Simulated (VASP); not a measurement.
MgS:

```
S Mg
1.0
     0.01388    2.86467    2.80608
     2.76187   -0.01636    2.83632
     2.78130    2.91433   -0.03578
S Mg
1 1
Direct
  0.25000 0.25000 0.25000
  0.00000 0.00000 0.00000
```

This cell differs from its parent crystal: the cell strained at random.

- Program: VASP 6.6.1
- Task: relaxation of cell and atoms
- Functional: PBE
- Dispersion: D3(BJ)
- Potentials or basis: VASP PAW PBE potentials, release 64 (S, Mg)
- Cutoff: 600 eV
- k mesh: 8 × 8 × 8
- Occupations: gaussian, width 0.01 eV
- Spin: no spin polarisation

At the start: pressure -1.3 GPa; volume 22.74 Å³/atom.

Task: How do energy, volume and symmetry change on relaxing?

Result: Over 10 steps the energy falls by 6.3 meV/atom and the volume is 22.23 Å³/atom (-2.3 %); space group F-43m (No. 216, to 0.05 Å).

Step by step:
```
step  energy change (eV)  largest force (eV/Å)  pressure (GPa)  volume (Å³)
   1              0.0000                0.1564           -1.34        45.48
   2             -0.0100                0.0384            0.24        44.24
   3             -0.0101                0.0247            0.13        44.32
   4             -0.0107                0.0306            0.04        44.38
   5             -0.0116                0.0551           -0.21        44.59
   6             -0.0121                0.0305           -0.13        44.54
   7             -0.0125                0.0178            0.01        44.43
   8             -0.0125                0.0129            0.02        44.43
   9             -0.0125                0.0019            0.05        44.41
  10             -0.0125                0.0027           -0.02        44.45
```

Final structure:
```yaml
crystal:
  lattice:
    - [-0.00114, 2.81044, 2.81787]
    - [2.81110, 0.00097, 2.81584]
    - [2.80916, 2.80760, 0.00263]
  atoms:
    - { symbol: S, position: [0.25028, 0.24994, 0.24968] }
    - { symbol: Mg, position: [0.99972, 0.00006, 0.00032] }
```

Caveat: the cell differs from its parent crystal (the cell strained at random).
